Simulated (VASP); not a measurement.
Set up this calculation in VASP 6.6.1, as the native input.

```yaml
Task: single point
Functional: LDA
Potentials_or_basis: VASP PAW LDA potentials, release 64 (Ti_sv, B)
Cutoff: 500 eV
k_mesh: 5 × 5 × 4
Occupations: fermi-dirac, width 0.01 eV
Spin: no spin polarisation
Dipole_correction: no
Further_INCAR_settings: ALGO = Normal; EDIFF = 1e-06; NBANDS = 16
```

The structure of TiB2 lies in POSCAR:

```
TiB2
1.0
    3.0292000000      0.0000000000      0.0000000000
   -1.5146000000      2.6233640000      0.0000000000
    0.0000000000      0.0000000000      3.2284000000
Ti B
1 2
Direct
    0.0000000000      0.0000000000      0.0000000000
    0.3333333333      0.6666666667      0.5000000000
    0.6666666667      0.3333333333      0.5000000000
```

One way to write it, as run:

INCAR

```
SYSTEM = TiB2
PREC     = Accurate       ! precision mode
ENCUT    = 500            ! plane-wave cutoff, eV
EDIFF    = 1E-6           ! SCF threshold, eV
ISMEAR   = -1             ! smearing method
SIGMA    = 0.01           ! smearing width, eV
LREAL    = .FALSE.        ! projectors in reciprocal space
LASPH    = .TRUE.         ! aspherical terms in the spheres
NELM     = 120            ! most SCF steps
ALGO     = Normal         ! electronic algorithm
ISIF     = 2              ! what is computed and relaxed
LWAVE    = .FALSE.        ! write WAVECAR
LCHARG   = .FALSE.        ! write CHGCAR
GGA      = CA             ! functional
NBANDS   = 16             ! bands
GGA_COMPAT= .FALSE.
```

KPOINTS

```
Automatic mesh
0
G
  5 5 4
  0 0 0
```

Potentials or basis: VASP PAW LDA potentials, release 64 (Ti_sv, B).

Launch:

```bash
$ cat potpaw_LDA.64/Ti_sv/POTCAR potpaw_LDA.64/B/POTCAR > POTCAR
$ mpirun -np 1 vasp_std > vasp.out
```

Results of the run:

```yaml
Pressure: -10.5 GPa
Band_gap_on_the_k_mesh: zero (band 9 reaches 10.29 eV, above the bottom of band 10 at 9.73 eV)
```

Caveat: the k points lie up to 0.49 Å⁻¹ apart.

Run time: 7 s on 1 thread of Intel(R) Xeon(R) Platinum 8259CL CPU @ 2.50GHz (Skylake/Cascade Lake), with other jobs on the host, peak memory 0.12 GiB.
